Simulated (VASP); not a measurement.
## C: single point with PBE

Crystal: C.

```xyz
4
Lattice="2.5032 0.0000 0.0000 -1.2516 2.1678 0.0000 0.0000 0.0000 4.1689" Properties=species:S:1:pos:R:3 pbc="T T T"
C     0.0000    1.4452    0.0010
C     1.2516    0.7226    2.0854
C     0.0000    1.4452    1.5624
C     1.2516    0.7226    3.6468
```

| Item | Value |
| --- | --- |
| Program | VASP 6.6.1 |
| Task | single point |
| Functional | PBE |
| Potentials or basis | VASP PAW PBE potentials, release 64 (C) |
| Cutoff | 520 eV |
| k mesh | 6 × 6 × 4 |
| Occupations | gaussian, width 0.01 eV |
| Spin | no spin polarisation |
| Dipole correction | no |
| Further INCAR settings | ALGO = Normal; EDIFF = 1e-07; NBANDS = 16 |

```yaml
Pressure: 4.9 GPa
Largest_force: 0.006 eV/Å
Band_gap_on_the_k_mesh: 3.31 eV, indirect (least direct gap 4.99 eV)
```

Forces on the atoms (eV/Å):
```
C    0.000  0.000  0.006
C    0.000  0.000  0.006
C    0.000  0.000 -0.006
C    0.000  0.000 -0.006
```

Stress tensor (GPa, compression positive):
```
5.27 0.00 0.00
0.00 5.27 0.00
0.00 0.00 4.16
```

Levels at points of the mesh, in eV from the valence-band top:
| k point | band 6 | band 7 | band 8 | band 9 | band 10 | band 11 |
| --- | --- | --- | --- | --- | --- | --- |
| (0.00, 0.00, 0.00) | -0.48 | 0.00 | 0.00 | 4.99 | 4.99 | 5.34 |
| (0.50, 0.00, 0.00) | -6.47 | -5.96 | -3.15 | 4.51 | 8.10 | 8.32 |
| (0.00, 0.00, 0.50) | -1.85 | -1.85 | -1.85 | 7.27 | 7.27 | 7.27 |
| (0.50, 0.00, 0.50) | -5.11 | -4.83 | -4.83 | 5.91 | 5.91 | 6.52 |

It took 12 s on 1 thread of Intel Xeon 8259CL, with other jobs on the host, peak memory 0.13 GiB.

Caveat: the k points lie up to 0.48 Å⁻¹ apart. Expect the measured gap to be larger: semilocal functionals such as PBE lack the derivative discontinuity.
